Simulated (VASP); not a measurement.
# SiNi2 (P6_3/mmc) in VASP: further runs

The runs below take SiNi2 through single point, with r2SCAN.

Program: VASP 6.6.1. These are calculated values, not measurements. Logs are shortened: lines on timing, memory, paths and dates and some standing lists are left out, and cuts for length are marked.

## 1. The cell of the first run

Symmetry: P6_3/mmc, No. 194, hexagonal system. Conventional cell: a = 3.870 Å, b = 3.870 Å, c = 4.779 Å, α = 90.00°, β = 90.00°, γ = 120.00°. Si (site symmetry -6m2) has 11 Ni at 2.23 to 2.53 Å within 3.0 Å. Within 3.2 Å of Ni (site symmetry -3m) lie 8 Ni at 2.39 to 2.53 Å and 6 Si at 2.53 Å. Within 3.0 Å of Ni (site symmetry -6m2) lie 5 Si at 2.23 to 2.39 Å and 6 Ni at 2.53 Å.

## 2. Single point, r2SCAN (strain +0.000 along x and y, -0.030 along z)

Input file POSCAR:

```
SiNi2
1.0
    3.8695455034      0.0000000000      0.0000000000
   -1.9347727517      3.3511247070      0.0000000000
    0.0000000000      0.0000000000      4.7790068355
Si Ni
2 4
Direct
    0.3333333333      0.6666666667      0.7500000000
    0.6666666667      0.3333333333      0.2500000000
    0.0000000000      0.0000000000      0.0000000000
    0.0000000000      0.0000000000      0.5000000000
    0.3333333333      0.6666666667      0.2500000000
    0.6666666667      0.3333333333      0.7500000000
```

Input file INCAR.step1:

```
ALGO     = Normal         # electronic algorithm
EDIFF    = 1E-4           # SCF threshold, eV
ENCUT    = 520            # plane-wave cutoff, eV
GGA      = PE             # functional
ISMEAR   = 0              # smearing method
LASPH    = True           # aspherical terms in the spheres
LCHARG   = False          # write CHGCAR
LREAL    = False          # projectors in reciprocal space
LWAVE    = True           # write WAVECAR
NBANDS   = 33             # bands
NELM     = 60             # most SCF steps
PREC     = Accurate       # precision mode
SIGMA    = 0.15           # smearing width, eV
```

Input file INCAR.step2:

```
ALGO     = Normal         # electronic algorithm
EDIFF    = 1E-7           # SCF threshold, eV
ENCUT    = 520            # plane-wave cutoff, eV
ISIF     = 2              # what is computed and relaxed
ISMEAR   = 0              # smearing method
ISTART   = 1            
LASPH    = True           # aspherical terms in the spheres
LCHARG   = False          # write CHGCAR
LMIXTAU  = True         
LREAL    = False          # projectors in reciprocal space
LWAVE    = False          # write WAVECAR
METAGGA  = R2SCAN         # meta-GGA
NBANDS   = 33             # bands
NELM     = 60             # most SCF steps
PREC     = Accurate       # precision mode
SIGMA    = 0.15           # smearing width, eV
```

Input file KPOINTS:

```
k-points
0
Gamma
  12 12 10
```

Potentials or basis: VASP PAW PBE potentials, release 64 (Si, Ni).

Started as:

```bash
$ cat potpaw_PBE.64/Si/POTCAR potpaw_PBE.64/Ni/POTCAR > POTCAR
$ cp INCAR.step1 INCAR
$ mpirun -np 1 vasp_std > vasp.out
$ cp INCAR.step2 INCAR
$ mpirun -np 1 vasp_std > vasp.out
```

OUTCAR:

```text
EDIFF = 1E-7
   ENCUT = 520
   ISIF = 2
   ISMEAR = 0
   ISTART = 1
   LASPH = True
   LREAL = False
   METAGGA = R2SCAN
   NELM = 60
   PREC = Accurate

 ion  position               nearest neighbor table
   1  0.333  0.667  0.750-   6 2.23   6 2.23   6 2.23   5 2.39   5 2.39   3 2.53   4 2.53   4 2.53
                             3 2.53   4 2.53   3 2.53
   2  0.667  0.333  0.250-   5 2.23   5 2.23   5 2.23   6 2.39   6 2.39   3 2.53   4 2.53   3 2.53
                             4 2.53   3 2.53   4 2.53
   3  0.000  0.000  0.000-   4 2.39   4 2.39   1 2.53   5 2.53   6 2.53   2 2.53   1 2.53   5 2.53
                             2 2.53   6 2.53   2 2.53   6 2.53   1 2.53   5 2.53
   4  0.000  0.000  0.500-   3 2.39   3 2.39   1 2.53   5 2.53   6 2.53   2 2.53   1 2.53   5 2.53
                             2 2.53   6 2.53   2 2.53   6 2.53   1 2.53   5 2.53
   5  0.333  0.667  0.250-   2 2.23   2 2.23   2 2.23   1 2.39   1 2.39   3 2.53   4 2.53   4 2.53
                             3 2.53   4 2.53   3 2.53
   6  0.667  0.333  0.750-   1 2.23   1 2.23   1 2.23   2 2.39   2 2.39   3 2.53   4 2.53   3 2.53
                             4 2.53   3 2.53   4 2.53

  LATTYP: Found a hexagonal cell.
 ALAT       =     3.8695455034
 C/A-ratio  =     1.2350305304

  Lattice vectors:

 A1 = (   3.8695455034,   0.0000000000,   0.0000000000)
 A2 = (  -1.9347727517,   3.3511247070,   0.0000000000)
 A3 = (   0.0000000000,   0.0000000000,   4.7790068355)

Analysis of symmetry for initial positions (statically):
=====================================================================
 Subroutine PRICEL returns:
 Original cell was already a primitive cell.

 Routine SETGRP: Setting up the symmetry group for a
 hexagonal supercell.

 Subroutine GETGRP returns: Found 24 space group operations
 (whereof 12 operations were pure point group operations)
 out of a pool of 24 trial point group operations.

The static configuration has the point symmetry D_3d.
 The point group associated with its full space group is D_6h.

Analysis of symmetry for dynamics (positions and initial velocities):
=====================================================================
 Subroutine PRICEL returns:
 Original cell was already a primitive cell.

 Routine SETGRP: Setting up the symmetry group for a
 hexagonal supercell.

 Subroutine GETGRP returns: Found 24 space group operations
 (whereof 12 operations were pure point group operations)
 out of a pool of 24 trial point group operations.

The dynamic configuration has the point symmetry D_3d.
[... 112 lines left out ...]
   IBRION =     -1    ionic relax: 0-MD 1-quasi-New 2-CG
   NFREE  =      0    steps in history (QN), initial steepest desc. (CG)
   ISIF   =      2    stress and relaxation
   ISYM   =      2    0-nonsym 1-usesym 2-fastsym
   POTIM  = 0.5000    time-step for ionic-motion
   TEBEG  =    0.0;   TEEND  =   0.0 temperature during run
   PSTRESS=    0.0 pullay stress
   NELECT =      48.0000    total number of electrons
   NUPDOWN=      -1.0000    fix difference up-down
   EMIN   =  10.00;   EMAX   =-10.00  energy-range for DOS
   EFERMI =   0.00;   METHOD = LEGACY
   ISMEAR =     0;   SIGMA  =   0.15  broadening in eV -4-tet -1-fermi 0-gaus
   EFERMI_NEDOS =   21; number of points for ismear=-14 and -15
   IALGO  =     38    algorithm
   IMIX   =      4    mixing-type and parameters
     AMIX     =   0.40;   BMIX     =  1.00
     AMIX_MAG =   1.60;   BMIX_MAG =  1.00
  volume/ion in A,a.u.               =      10.33        69.70
  Fermi-wavevector in a.u.,A,eV,Ry     =   1.503462  2.841132 30.754589  2.260399
  Thomas-Fermi vector in A             =   2.614569
   LORBIT       =      0    0 simple, 1 ext, 2 COOP (PROOUT), +10 PAW based schemes
   METAGGA = R2SCAN    functional components
   LHFCALC =     F    Hartree Fock is set to
   AEXX    =    0.0000 exact exchange contribution
   IVDW    =     0    specifies the selected vdW correction
   LEPSILON=     F    determine dielectric tensor
   LRPA    =     F    only Hartree local field effects (RPA)
 non-spin polarized calculation
 Gauss-broadening in eV      SIGMA  =   0.15
  energy-cutoff  :      520.00
  volume of cell :       61.97
 maximum number of plane-waves:      1695
 NGX is ok and might be reduce to    30
   NGX = 15   NGY = 15   NGZ = 17

 number of electron      47.9999958 magnetization

 Free energy of the ion-electron system (eV)
  ---------------------------------------------------
  ext. energy  EPLUGINS =         0.00000000
  ---------------------------------------------------
  free energy    TOTEN  =       -68.19419564 eV

  energy without entropy =      -68.15843577  energy(sigma->0) =      -68.17631570

 E-fermi :  11.8335     XC(G=0): -14.3402

 val. band max:       11.8278275371   @ k =   0.1667   0.0833   0.0000
 cond. band min:      11.8419471883   @ k =   0.1667   0.1667   0.4000
 fundamental gap:      0.0141196512
 Fermi energy:        11.8335097518

 k-point     1 :       0.0000    0.0000    0.0000
  band No.  band energies     occupation
      1      -1.8422      2.00000
      2       3.2518      2.00000
      3       4.8319      2.00000
      4       6.1892      2.00000
      5       6.1892      2.00000
      6       7.5313      2.00000
[... 853 lines left out ...]
     32      19.6456      0.00000
     33      20.4481      0.00000

 [... further k-points ...]

------------------------ aborting loop because EDIFF is reached ----------------------------------------

  FORCE on cell =-STRESS in cart. coord.  units (eV):
  Direction    XX          YY          ZZ          XY          YZ          ZX
  --------------------------------------------------------------------------------------
  -------------------------------------------------------------------------------------
  Total        1.6617115      1.6617115      5.0839501      0.0000000      0.0000000      0.0000000
  in kB       42.9613595     42.9613595    131.4388225      0.0000000      0.0000000      0.0000000
  external PRESSURE =      72.4538472 kB  Pullay stress =       0.0000000 kB

 VOLUME and BASIS-vectors are now :
 -----------------------------------------------------------------------------
  energy-cutoff  :      520.00
  volume of cell :       61.97
      direct lattice vectors                 reciprocal lattice vectors
     3.869545503  0.000000000  0.000000000     0.258428283  0.149203639  0.000000000
    -1.934772752  3.351124707  0.000000000     0.000000000  0.298407277  0.000000000
     0.000000000  0.000000000  4.779006835     0.000000000  0.000000000  0.209248498

 POSITION                                       TOTAL-FORCE (eV/Angst)
 -----------------------------------------------------------------------------------
     -0.00000      2.23408      3.58426        -0.000000      0.000000     -0.000000
      1.93477      1.11704      1.19475         0.000000      0.000000     -0.000000
      0.00000      0.00000      0.00000        -0.000000      0.000000     -0.000000
      0.00000      0.00000      2.38950        -0.000000      0.000000     -0.000000
     -0.00000      2.23408      1.19475         0.000000      0.000000      0.000000
      1.93477      1.11704      3.58426         0.000000      0.000000      0.000000
 -----------------------------------------------------------------------------------
    total drift:                                0.000000     -0.000000      0.000000

  FREE ENERGIE OF THE ION-ELECTRON SYSTEM (eV)
  ---------------------------------------------------
  free  energy   TOTEN  =       -68.1941956361 eV

  energy  without entropy=      -68.1584357658  energy(sigma->0) =      -68.17631570
```

OUTCAR.step1:

```text
EDIFF = 1E-4
   ENCUT = 520
   GGA = PE
   ISMEAR = 0
[... 1110 lines left out ...]
      0.00000      0.00000      0.00000        -0.000000      0.000000      0.000000
      0.00000      0.00000      2.38950        -0.000000      0.000000      0.000000
     -0.00000      2.23408      1.19475        -0.000000      0.000000     -0.000000
      1.93477      1.11704      3.58426         0.000000     -0.000000      0.000000
 -----------------------------------------------------------------------------------
    total drift:                                0.000000     -0.000000      0.000000

  FREE ENERGIE OF THE ION-ELECTRON SYSTEM (eV)
  ---------------------------------------------------
  free  energy   TOTEN  =       -35.5681527520 eV

  energy  without entropy=      -35.5309191286  energy(sigma->0) =      -35.54953594
```

OSZICAR.step1:

```text
N       E                     dE             d eps       ncg     rms          rms(c)
DAV:   1     0.322865043233E+03    0.32287E+03   -0.20887E+04  7556   0.190E+03
DAV:   2    -0.167299302262E+02   -0.33959E+03   -0.32025E+03  7534   0.372E+02
DAV:   3    -0.400758428465E+02   -0.23346E+02   -0.22183E+02  8401   0.124E+02
DAV:   4    -0.406719180225E+02   -0.59608E+00   -0.59306E+00  8957   0.181E+01
DAV:   5    -0.406925076142E+02   -0.20590E-01   -0.20583E-01  9542   0.312E+00    0.249E+01
DAV:   6    -0.413897560970E+02   -0.69725E+00   -0.60389E+01  8937   0.122E+02    0.226E+01
DAV:   7    -0.359048543174E+02    0.54849E+01   -0.19845E+01  8600   0.107E+02    0.104E+01
DAV:   8    -0.360456232192E+02   -0.14077E+00   -0.71325E+00  8763   0.690E+01    0.828E+00
DAV:   9    -0.356090233283E+02    0.43660E+00   -0.15506E+00 10077   0.369E+01    0.239E+00
DAV:  10    -0.355682306579E+02    0.40793E-01   -0.34546E-01  8679   0.815E+00    0.713E-01
DAV:  11    -0.355686799451E+02   -0.44929E-03   -0.35229E-02  8661   0.228E+00    0.492E-01
DAV:  12    -0.355687261856E+02   -0.46240E-04   -0.51163E-03  8940   0.162E+00    0.318E-01
DAV:  13    -0.355681516373E+02    0.57455E-03   -0.15858E-03  8778   0.118E+00    0.511E-02
DAV:  14    -0.355681527520E+02   -0.11146E-05   -0.20516E-04  4558   0.127E-01
   1 F= -.35568153E+02 E0= -.35549536E+02  d E =-.372336E-01
```

Run time: 11 min. Hardware: 1 thread of AMD EPYC 9R45 (Zen 5), shared host; peak memory 0.28 GiB.

What came out:

- Free energy: -68.1942 eV
- Pressure: 7.2 GPa
- Band gap on the k mesh: zero (bands 24 and 25 overlap by 3.59 eV)

Stress tensor (GPa, compression positive):
```
 4.30  0.00  0.00
 0.00  4.30  0.00
 0.00  0.00 13.14
```

Levels at points of the mesh, in eV from the Fermi level:
| k point | band 20 | band 21 | band 22 | band 23 | band 24 | band 25 | band 26 | band 27 | band 28 | band 29 |
| --- | --- | --- | --- | --- | --- | --- | --- | --- | --- | --- |
| (0.00, 0.00, 0.00) | -1.31 | -0.71 | -0.71 | 0.23 | 2.71 | 2.71 | 2.89 | 2.89 | 3.04 | 3.56 |
| (0.50, 0.00, 0.00) | -1.61 | -1.34 | -1.34 | -1.15 | -0.75 | -0.58 | 1.53 | 1.94 | 3.15 | 4.11 |
| (0.00, 0.00, 0.50) | -1.38 | -1.38 | -1.38 | 2.63 | 2.63 | 3.43 | 3.43 | 3.43 | 3.43 | 4.51 |
| (0.50, 0.00, 0.50) | -1.83 | -1.39 | -1.39 | -0.97 | -0.97 | 1.00 | 1.00 | 3.14 | 3.14 | 6.55 |

Caveat: the cell differs from its parent crystal (strain +0.000 along x and y, -0.030 along z); the cell stands under pressure; the PAW data sets were made with another functional, which shifts forces and pressure a little. Spin polarisation is off, so any magnetic state and its effect on volume and gap are missing.

## 3. Single point, r2SCAN (strain -0.015 along x and y, +0.000 along z)

POSCAR: that of step 2 with these lines changed.

```diff
@@ -2,5 +2,5 @@
 1.0
-    3.8695455034      0.0000000000      0.0000000000
-   -1.9347727517      3.3511247070      0.0000000000
-    0.0000000000      0.0000000000      4.7790068355
+    3.8115023208      0.0000000000      0.0000000000
+   -1.9057511604      3.3008578364      0.0000000000
+    0.0000000000      0.0000000000      4.9268111706
 Si Ni
```

Input file INCAR.step1:

```
SYSTEM = SiNi2
ALGO     = Normal         ! electronic algorithm
EDIFF    = 1E-4           ! SCF threshold, eV
ENCUT    = 520            ! plane-wave cutoff, eV
GGA      = PE             ! functional
ISMEAR   = 0              ! smearing method
LASPH    = .True.         ! aspherical terms in the spheres
LCHARG   = .False.        ! write CHGCAR
LREAL    = .False.        ! projectors in reciprocal space
LWAVE    = .True.         ! write WAVECAR
NBANDS   = 33             ! bands
NELM     = 100            ! most SCF steps
PREC     = Accurate       ! precision mode
SIGMA    = 0.15           ! smearing width, eV
```

Input file INCAR.step2:

```
SYSTEM = SiNi2
ALGO     = Normal         ! electronic algorithm
EDIFF    = 1E-7           ! SCF threshold, eV
ENCUT    = 520            ! plane-wave cutoff, eV
ISIF     = 2              ! what is computed and relaxed
ISMEAR   = 0              ! smearing method
ISTART   = 1            
LASPH    = .True.         ! aspherical terms in the spheres
LCHARG   = .True.         ! write CHGCAR
LELF     = .True.         ! ELF
LMIXTAU  = .True.       
LREAL    = .False.        ! projectors in reciprocal space
LVHAR    = .True.       
LWAVE    = .False.        ! write WAVECAR
METAGGA  = R2SCAN         ! meta-GGA
NBANDS   = 33             ! bands
NELM     = 100            ! most SCF steps
PREC     = Accurate       ! precision mode
SIGMA    = 0.15           ! smearing width, eV
```

Input file KPOINTS:

```
k-points
0
Gamma
  12 12 10
  0 0 0
```

Potentials or basis: VASP PAW PBE potentials, release 64 (Si, Ni).

Started as:

```bash
$ cat potpaw_PBE.64/Si/POTCAR potpaw_PBE.64/Ni/POTCAR > POTCAR
$ cp INCAR.step1 INCAR
$ mpirun -np 1 vasp_std > vasp.out
$ cp INCAR.step2 INCAR
$ mpirun -np 1 vasp_std > vasp.out
```

Run time: 11 min. Hardware: 1 thread of AMD EPYC 9R45 (Zen 5), shared host; peak memory 0.28 GiB.

It converged, with:

```
Free energy            : -68.2092 eV
Pressure               : 8.3 GPa
Band gap on the k mesh : zero (bands 24 and 25 overlap by 3.89 eV)
```

Stress tensor (GPa, compression positive):
```
10.23  0.00  0.00
 0.00 10.23  0.00
 0.00  0.00  4.31
```

Levels at points of the mesh, in eV from the Fermi level:
| k point | band 20 | band 21 | band 22 | band 23 | band 24 | band 25 | band 26 | band 27 | band 28 | band 29 |
| --- | --- | --- | --- | --- | --- | --- | --- | --- | --- | --- |
| (0.00, 0.00, 0.00) | -1.31 | -0.68 | -0.68 | 0.05 | 3.01 | 3.01 | 3.16 | 3.16 | 3.41 | 3.72 |
| (0.50, 0.00, 0.00) | -1.65 | -1.49 | -1.32 | -1.14 | -0.74 | -0.66 | 1.44 | 2.00 | 3.43 | 4.05 |
| (0.00, 0.00, 0.50) | -1.37 | -1.37 | -1.37 | 2.62 | 2.62 | 3.63 | 3.63 | 3.63 | 3.63 | 4.56 |
| (0.50, 0.00, 0.50) | -1.86 | -1.38 | -1.38 | -1.01 | -1.01 | 1.04 | 1.04 | 3.39 | 3.39 | 6.03 |

Caveat: the cell differs from its parent crystal (strain -0.015 along x and y, +0.000 along z); the cell stands under pressure; the PAW data sets were made with another functional, which shifts forces and pressure a little. Spin polarisation is off, so any magnetic state and its effect on volume and gap are missing.
